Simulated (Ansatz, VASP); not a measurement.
# Two plane-wave programs on Sb

```
CELL_PARAMETERS angstrom
-1.57654 1.57654 2.71194
1.57654 -1.57654 2.71194
1.57654 1.57654 -2.71194
ATOMIC_POSITIONS crystal
Sb 0.00000 0.00000 0.00000
```

Alike in both runs: task single point; functional r2SCAN; k mesh 6 × 6 × 6; occupations fermi-dirac, width 0.01 eV; no spin polarisation.

|  | VASP | Ansatz |
| --- | --- | --- |
| version | VASP 6.6.1 | Ansatz 0.2.0 |
| potentials or method | VASP PAW PBE potentials, release 64 (Sb) | plane waves, PAW |
| plane-wave cutoff (eV) | 520 | 500 |
| valence electrons in the cell | 5 | 15 |

|  | VASP | Ansatz | Ansatz less VASP |
| --- | --- | --- | --- |
| pressure (GPa) | 0.9 | 0.9 | +0.08 |
| traceless stress, the component that is largest in VASP (GPa) | -1.75 | -1.69 | +0.057 |

VASP's potentials were made for PBE, not for r2SCAN. VASP's potentials hold 5 valence electrons a cell and Ansatz's 15, so a difference there can come from the potentials and not from the codes. Ansatz's warnings: stress scf threshold loose.

The k mesh is coarse, so the values compare programs but aren't converged. Neither program's run includes spin-orbit coupling.
